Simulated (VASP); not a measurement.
# Y3LuCl2 (P6/mmm) in VASP: relaxation of cell and atoms with PBE

Aim: the relaxation of cell and atoms of Y3LuCl2 with PBE.

Program: VASP 6.6.1. These are calculated values, not measurements. Logs are shortened: lines on timing, memory, paths and dates and some standing lists are left out, and cuts for length are marked.

## Step 1: The cell of the first run

It takes space group P6/mmm (No. 191, hexagonal). The conventional cell has a = 7.129 Å, b = 7.129 Å, c = 3.651 Å, α = 90.00°, β = 90.00°, γ = 120.00°. Within 3.7 Å of Y (site symmetry mmm) lie 4 Cl at 2.75 Å and 6 Y at 3.56 to 3.65 Å. Lu (site symmetry 6/mmm) has 2 Lu at 3.65 Å and 12 Y at 4.00 Å and 6 Cl at 4.12 Å within 4.8 Å. Within 3.7 Å of Cl (site symmetry -6m2) lie 6 Y at 2.75 Å and 2 Cl at 3.65 Å.

The cell was built from a structure type or drawn by symmetry, and may not be a known phase.

## Step 2: Relaxation of cell and atoms, PBE

File INCAR:

```
SYSTEM = Y3LuCl2
  ALGO = Fast
  EDIFF = 1E-7
  EDIFFG = -0.04
  ENCUT = 600
  GGA = PE
  IBRION = 2
  ISIF = 3
  ISMEAR = 0
  LASPH = .True.
  LCHARG = .False.
  LREAL = .False.
  LWAVE = .False.
  NELM = 100
  NSW = 90
  PREC = Accurate
  SIGMA = 0.1
```

File KPOINTS:

```
k-points
0
Gamma
  3 3 6
  0 0 0
```

File POSCAR:

```
Y3LuCl2
1.0
    7.1287675315      0.0000000000      0.0000000000
   -3.5643837658      6.1736937800      0.0000000000
    0.0000000000      0.0000000000      3.6509190251
Y Lu Cl
3 1 2
Direct
    0.5000000000      0.0000000000      0.5000000000
    0.0000000000      0.5000000000      0.5000000000
    0.5000000000      0.5000000000      0.5000000000
    0.0000000000      0.0000000000      0.0000000000
    0.3333333333      0.6666666667      0.0000000000
    0.6666666667      0.3333333333      0.0000000000
```

Potentials or basis: VASP PAW PBE potentials, release 64 (Y_sv, Lu, Cl).

Command:

```console
> cat potpaw_PBE.64/Y_sv/POTCAR potpaw_PBE.64/Lu/POTCAR potpaw_PBE.64/Cl/POTCAR > POTCAR
> mpirun -np 1 vasp_std > vasp.out
```

OUTCAR:

```text
SYSTEM = Y3LuCl2
   EDIFF = 1E-7
   EDIFFG = -0.04
   ENCUT = 600
   GGA = PE
   IBRION = 2
   ISIF = 3
   ISMEAR = 0
   LASPH = .True.
   LREAL = .False.
   NELM = 100
   NSW = 90
   PREC = Accurate

 ion  position               nearest neighbor table
   1  0.500  0.000  0.500-   5 2.75   6 2.75   5 2.75   6 2.75   2 3.56   2 3.56   3 3.56   3 3.56
                             4 4.00   4 4.00   4 4.00   4 4.00
   2  0.000  0.500  0.500-   5 2.75   6 2.75   5 2.75   6 2.75   3 3.56   3 3.56   1 3.56   1 3.56
                             4 4.00   4 4.00   4 4.00   4 4.00
   3  0.500  0.500  0.500-   5 2.75   6 2.75   5 2.75   6 2.75   2 3.56   2 3.56   1 3.56   1 3.56
                             4 4.00   4 4.00   4 4.00   4 4.00
   4  0.000  0.000  0.000-   1 4.00   1 4.00   1 4.00   1 4.00   3 4.00   3 4.00   3 4.00   3 4.00
                             2 4.00   2 4.00   2 4.00   2 4.00
   5  0.333  0.667  0.000-   2 2.75   2 2.75   1 2.75   1 2.75   3 2.75   3 2.75
   6  0.667  0.333  0.000-   2 2.75   2 2.75   1 2.75   1 2.75   3 2.75   3 2.75

  LATTYP: Found a hexagonal cell.
 ALAT       =     7.1287675315
 C/A-ratio  =     0.5121388808

  Lattice vectors:

 A1 = (   7.1287675315,   0.0000000000,   0.0000000000)
 A2 = (  -3.5643837658,   6.1736937800,   0.0000000000)
 A3 = (   0.0000000000,   0.0000000000,   3.6509190251)

Analysis of symmetry for initial positions (statically):
=====================================================================
 Subroutine PRICEL returns:
 Original cell was already a primitive cell.

 Routine SETGRP: Setting up the symmetry group for a
 hexagonal supercell.

 Subroutine GETGRP returns: Found 24 space group operations
 (whereof 24 operations were pure point group operations)
 out of a pool of 24 trial point group operations.

The static configuration has the point symmetry D_6h.

Analysis of symmetry for dynamics (positions and initial velocities):
=====================================================================
 Subroutine PRICEL returns:
 Original cell was already a primitive cell.

 Routine SETGRP: Setting up the symmetry group for a
 hexagonal supercell.

 Subroutine GETGRP returns: Found 24 space group operations
 (whereof 24 operations were pure point group operations)
 out of a pool of 24 trial point group operations.

The dynamic configuration has the point symmetry D_6h.

 Subroutine INISYM returns: Found 24 space group operations
 (whereof 24 operations are pure point group operations),
 and found     1 'primitive' translations

----------------------------------------------------------------------------------------

                                     Primitive cell

  volume of cell :     160.6800

  direct lattice vectors                    reciprocal lattice vectors
     7.128767532  0.000000000  0.000000000     0.140276702  0.080988792  0.000000000
    -3.564383766  6.173693780  0.000000000     0.000000000  0.161977584  0.000000000
     0.000000000  0.000000000  3.650919025     0.000000000  0.000000000  0.273903637

  length of vectors
     7.128767532  7.128767532  3.650919025     0.161977584  0.161977584  0.273903637

  position of ions in fractional coordinates (direct lattice)
     0.500000000  0.000000000  0.500000000
     0.000000000  0.500000000  0.500000000
     0.500000000  0.500000000  0.500000000
     0.000000000  0.000000000  0.000000000
     0.333333333  0.666666667  0.000000000
     0.666666667  0.333333333  0.000000000

  ion indices of the primitive-cell ions
   primitive index   ion index
                 1           1
                 2           2
                 3           3
                 4           4
                 5           5
                 6           6

----------------------------------------------------------------------------------------

 KPOINTS: k-points

Automatic generation of k-mesh.
 Grid dimensions read from file:
 generate k-points for:    3    3    6

 Generating k-lattice:

  Cartesian coordinates                     Fractional coordinates (reciprocal lattice)
     0.046758901  0.026996264  0.000000000     0.333333333  0.000000000  0.000000000
     0.000000000  0.053992528  0.000000000     0.000000000  0.333333333  0.000000000
     0.000000000  0.000000000  0.045650606     0.000000000  0.000000000  0.166666667

  Length of vectors
     0.053992528  0.053992528  0.045650606

  Shift w.r.t. Gamma in fractional coordinates (k-lattice)
     0.000000000  0.000000000  0.000000000

 Subroutine IBZKPT returns following result:
 ===========================================

 Found     12 irreducible k-points:

 Following reciprocal coordinates:
            Coordinates               Weight
  0.000000  0.000000  0.000000      1.000000
  0.333333 -0.000000  0.000000      6.000000
  0.333333  0.333333  0.000000      2.000000
  0.000000  0.000000  0.166667      2.000000
  0.333333 -0.000000  0.166667     12.000000
  0.333333  0.333333  0.166667      4.000000
  0.000000  0.000000  0.333333      2.000000
  0.333333 -0.000000  0.333333     12.000000
  0.333333  0.333333  0.333333      4.000000
  0.000000  0.000000  0.500000      1.000000
  0.333333 -0.000000  0.500000      6.000000
  0.333333  0.333333  0.500000      2.000000
   k-points           NKPTS =     12   k-points in BZ     NKDIM =     12   number of bands    NBANDS=     43
   number of dos      NEDOS =    301   number of ions     NIONS =      6
   total plane-waves  NPLWV = 108000
   dimension x,y,z NGX =    60 NGY =   60 NGZ =   30
   dimension x,y,z NGXF=   120 NGYF=  120 NGZF=   60
   ions per type =               3   1   2
   NGX,Y,Z   is equivalent  to a cutoff of  13.99, 13.99, 13.66 a.u.
   NGXF,Y,Z  is equivalent  to a cutoff of  27.98, 27.98, 27.32 a.u.
 SYSTEM =  Y3LuCl2
   PREC   = accura    normal or accurate (medium, high low for compatibility)
   ISTART =      0    job   : 0-new  1-cont  2-samecut
   ICHARG =      2    charge: 1-file 2-atom 10-const
   ISPIN  =      1    spin polarized calculation?
   LNONCOLLINEAR =      F non collinear calculations
   LSORBIT =      F    spin-orbit coupling
   LASPH  =      T    aspherical Exc in radial PAW
   ENCUT  =  600.0 eV  44.10 Ry    6.64 a.u.  14.24 14.24  7.29*2*pi/ulx,y,z
   NELM   =    100;   NELMIN=  2; NELMDL= -5     # of ELM steps
   EDIFF  = 0.1E-06   stopping-criterion for ELM
   LREAL  =      F    real-space projection
   EDIFFG = -.4E-01   stopping-criterion for IOM
   NSW    =     90    number of steps for IOM
   IBRION =      2    ionic relax: 0-MD 1-quasi-New 2-CG
   NFREE  =      1    steps in history (QN), initial steepest desc. (CG)
   ISIF   =      3    stress and relaxation
   ISYM   =      2    0-nonsym 1-usesym 2-fastsym
   POTIM  = 0.5000    time-step for ionic-motion
   TEBEG  =    0.0;   TEEND  =   0.0 temperature during run
   PSTRESS=    0.0 pullay stress
   NELECT =      72.0000    total number of electrons
   NUPDOWN=      -1.0000    fix difference up-down
   EMIN   =  10.00;   EMAX   =-10.00  energy-range for DOS
   EFERMI =   0.00;   METHOD = LEGACY
   ISMEAR =     0;   SIGMA  =   0.10  broadening in eV -4-tet -1-fermi 0-gaus
   EFERMI_NEDOS =   21; number of points for ismear=-14 and -15
   IALGO  =     68    algorithm
   IMIX   =      4    mixing-type and parameters
     AMIX     =   0.40;   BMIX     =  1.00
     AMIX_MAG =   1.60;   BMIX_MAG =  1.00
  volume/ion in A,a.u.               =      26.78       180.72
  Fermi-wavevector in a.u.,A,eV,Ry     =   1.252752  2.367358 21.352812  1.569387
  Thomas-Fermi vector in A             =   2.386637
   LORBIT       =      0    0 simple, 1 ext, 2 COOP (PROOUT), +10 PAW based schemes
   GGA     = PE    functional components
   LHFCALC =     F    Hartree Fock is set to
   AEXX    =    0.0000 exact exchange contribution
   IVDW    =     0    specifies the selected vdW correction
   LEPSILON=     F    determine dielectric tensor
   LRPA    =     F    only Hartree local field effects (RPA)
 conjugate gradient relaxation of ions
 non-spin polarized calculation
 RMM-DIIS sequential band-by-band and
 Gauss-broadening in eV      SIGMA  =   0.10
  energy-cutoff  :      600.00
  volume of cell :      160.68
 maximum number of plane-waves:      5438
 NGX is ok and might be reduce to    60
   NGX = 29   NGY = 29   NGZ = 15

--------------------------------------- Ionic step        1  -------------------------------------------

 number of electron      71.9999995 magnetization

 Free energy of the ion-electron system (eV)
  ---------------------------------------------------
  ext. energy  EPLUGINS =         0.00000000
  ---------------------------------------------------
  free energy    TOTEN  =       -30.75188488 eV

  energy without entropy =      -30.71392926  energy(sigma->0) =      -30.73290707

------------------------ aborting loop because EDIFF is reached ----------------------------------------

  FORCE on cell =-STRESS in cart. coord.  units (eV):
  Direction    XX          YY          ZZ          XY          YZ          ZX
  --------------------------------------------------------------------------------------
  -------------------------------------------------------------------------------------
  Total        0.4324178      0.4324178     -0.9492129     -0.0000000     -0.0000000      0.0000000
  in kB        4.3117388      4.3117388     -9.4648224     -0.0000000     -0.0000000      0.0000000
  external PRESSURE =      -0.2804483 kB  Pullay stress =       0.0000000 kB

 VOLUME and BASIS-vectors are now :
 -----------------------------------------------------------------------------
  energy-cutoff  :      600.00
  volume of cell :      160.68
      direct lattice vectors                 reciprocal lattice vectors
     7.128767532  0.000000000  0.000000000     0.140276702  0.080988792  0.000000000
    -3.564383766  6.173693780  0.000000000     0.000000000  0.161977584  0.000000000
     0.000000000  0.000000000  3.650919025     0.000000000  0.000000000  0.273903637
[... 41 lines left out ...]
 POSITION                                       TOTAL-FORCE (eV/Angst)
 -----------------------------------------------------------------------------------
      3.57678     -0.00000      1.81153        -0.000000      0.000000      0.000000
     -1.78839      3.09758      1.81153        -0.000000      0.000000      0.000000
      1.78839      3.09758      1.81153        -0.000000      0.000000      0.000000
     -0.00000      0.00000      0.00000        -0.000000      0.000000      0.000000
     -0.00000      4.13011      0.00000         0.000000      0.000000      0.000000
      3.57678      2.06505      3.62305         0.000000     -0.000000      0.000000
 -----------------------------------------------------------------------------------
    total drift:                                0.000000      0.000000      0.000000

  FREE ENERGIE OF THE ION-ELECTRON SYSTEM (eV)
  ---------------------------------------------------
  free  energy   TOTEN  =       -30.7604359602 eV

  energy  without entropy=      -30.7234282118  energy(sigma->0) =      -30.74193209

--------------------------------------- Ionic step        3  -------------------------------------------

 number of electron      71.9999999 magnetization

 Free energy of the ion-electron system (eV)
  ---------------------------------------------------
  ext. energy  EPLUGINS =         0.00000000
  ---------------------------------------------------
  free energy    TOTEN  =       -30.76610382 eV

  energy without entropy =      -30.73189704  energy(sigma->0) =      -30.74900043

 E-fermi :   4.5326     XC(G=0):  -9.8365

 val. band max:        4.4408853679   @ k =   0.3333  -0.0000   0.3333
 cond. band min:       4.5361519950   @ k =   0.0000   0.0000   0.1667
 fundamental gap:      0.0952666271
 Fermi energy:         4.5325769801

 k-point     1 :       0.0000    0.0000    0.0000
  band No.  band energies     occupation
      1     -52.7285      2.00000
      2     -38.6910      2.00000
      3     -38.6533      2.00000
      4     -38.6533      2.00000
      5     -23.3258      2.00000
      6     -23.3258      2.00000
[... 563 lines left out ...]
 POSITION                                       TOTAL-FORCE (eV/Angst)
 -----------------------------------------------------------------------------------
      3.59704     -0.00000      1.78875         0.000000      0.000000      0.000000
     -1.79852      3.11512      1.78875         0.000000      0.000000      0.000000
      1.79852      3.11512      1.78875         0.000000     -0.000000      0.000000
     -0.00000     -0.00000      3.57750         0.000000     -0.000000      0.000000
     -0.00000      4.15350      0.00000         0.000000      0.000000     -0.000000
      3.59704      2.07675      0.00000        -0.000000     -0.000000      0.000000
 -----------------------------------------------------------------------------------
    total drift:                               -0.000000      0.000000      0.000000

  FREE ENERGIE OF THE ION-ELECTRON SYSTEM (eV)
  ---------------------------------------------------
  free  energy   TOTEN  =       -30.7661038204 eV

  energy  without entropy=      -30.7318970401  energy(sigma->0) =      -30.74900043

 reached required accuracy - stopping structural energy minimisation
```

Run time: 14 min. Hardware: 1 thread of Intel Xeon 6975P-C (Granite Rapids), shared host; peak memory 0.43 GiB.

What came out:

```yaml
Free_energy: -30.7661 eV
Relaxed_volume: 26.72 Å³/atom
Relaxed_cell: a = 7.194 Å, b = 7.194 Å, c = 3.578 Å, α = 90.00°, β = 90.00°, γ = 120.00°
Space_group_after_relaxing_to_0.1_Å: P6/mmm (No. 191)
Energy_gained_by_relaxing: 2.4 meV/atom
Ionic_steps: 3
Pressure_after_relaxing: 0.1 GPa
Band_gap_on_the_k_mesh: zero (bands 36 and 37 overlap by 0.62 eV)
```

Stress tensor (GPa, compression positive):
```
0.04 0.00 0.00
0.00 0.04 0.00
0.00 0.00 0.16
```

Step by step:
```csv
step,energy change (eV),largest force (eV/Å),pressure (GPa),volume (Å³)
1,0.0000,0.0000,-0.03,160.68
2,-0.0086,0.0000,0.06,160.56
3,-0.0142,0.0000,0.08,160.35
```

Final structure:
```cif
data_structure
_symmetry_space_group_name_H-M 'P 1'
_symmetry_Int_Tables_number 1
_cell_length_a 7.1941
_cell_length_b 7.1941
_cell_length_c 3.5775
_cell_angle_alpha 90.000
_cell_angle_beta 90.000
_cell_angle_gamma 120.000
_cell_volume 160.35
loop_
_atom_site_label
_atom_site_type_symbol
_atom_site_fract_x
_atom_site_fract_y
_atom_site_fract_z
_atom_site_occupancy
Y1 Y 0.50000 0.00000 0.50000 1
Y2 Y 0.00000 0.50000 0.50000 1
Y3 Y 0.50000 0.50000 0.50000 1
Lu1 Lu 0.00000 0.00000 0.00000 1
Cl1 Cl 0.33333 0.66667 0.00000 1
Cl2 Cl 0.66667 0.33333 0.00000 1
```

Levels at points of the mesh, in eV from the Fermi level:
| k point | band 34 | band 35 | band 36 | band 37 | band 38 | band 39 |
| --- | --- | --- | --- | --- | --- | --- |
| (0.00, 0.00, 0.00) | -0.84 | -0.84 | 0.14 | 0.16 | 0.16 | 0.27 |
| (0.00, 0.00, 0.50) | -0.69 | -0.69 | -0.48 | -0.48 | 0.06 | 0.06 |

Caveat: spin-orbit coupling is left out, which moves the levels of the heavy elements.
